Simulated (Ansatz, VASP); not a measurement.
# Ge, level by level in two programs

```
Ge
1.0
     0.00000    2.84765    2.84765
     2.84765    0.00000    2.84765
     2.84765    2.84765    0.00000
Ge
2
Direct
  0.75000 0.75000 0.75000
  0.50000 0.50000 0.50000
```

Single points on this cell with VASP 6.6.1 and Ansatz 0.2.0. Each row is one pair of runs. Alike in all rows: spin: off; smearing: fermi-dirac, width 0.05 eV.

| level | k mesh | VASP's potentials, cutoff | Ansatz's potentials, cutoff | gap on the k mesh at the Fermi level (eV), VASP | gap on the k mesh at the Fermi level (eV), Ansatz | pressure (GPa), VASP | pressure (GPa), Ansatz |
| --- | --- | --- | --- | --- | --- | --- | --- |
| r2SCAN | 8 × 8 × 8 | VASP PAW PBE potentials, release 64 (Ge_d), 520 eV | Ansatz PAW, 500 eV | 0.21 | 0.25 | -0.7 | -0.8 |
| PBEsol+D4 | 8 × 8 × 8 | VASP PAW PBE potentials, release 64 (Ge_d), 520 eV | Ansatz PAW, 420 eV | none | none | -1.9 | -1.8 |
| SVWN5 | 8 × 8 × 8 | VASP PAW PBE potentials, release 64 (Ge_d), 520 eV | Ansatz PAW, 420 eV | none | none | -2.5 | -2.6 |
| HSE06 | 4 × 4 × 4 | VASP PAW PBE potentials, release 64 (Ge_d), 520 eV | Ansatz PAW, 420 eV | 0.76 | 0.74 | -0.3 | -0.3 |
| LDA | 8 × 8 × 8 | VASP PAW LDA potentials, release 64 (Ge_d), 520 eV | Ansatz PAW, 420 eV | none | none | -2.4 | -2.5 |
| RPBE | 8 × 8 × 8 | VASP PAW PBE potentials, release 64 (Ge_d), 520 eV | Ansatz PAW, 420 eV | none | none | 3.8 | 4.0 |
| revPBE+D3(BJ) | 8 × 8 × 8 | VASP PAW PBE potentials, release 64 (Ge_d), 520 eV | Ansatz PAW, 420 eV | none | none | -0.7 | -0.5 |
| BLYP+D4 | 8 × 8 × 8 | VASP PAW PBE potentials, release 64 (Ge_d), 520 eV | Ansatz PAW, 420 eV | none | none | 1.6 | 1.3 |

Gap on the k mesh at the fermi level (eV): the two programs differ by at most 0.038; pressure (GPa): the two programs differ by at most 0.25.

A gap of «none» marks a metal or a gap that the smearing closes.

The k mesh is coarse in some rows, so the values compare programs but aren't converged.
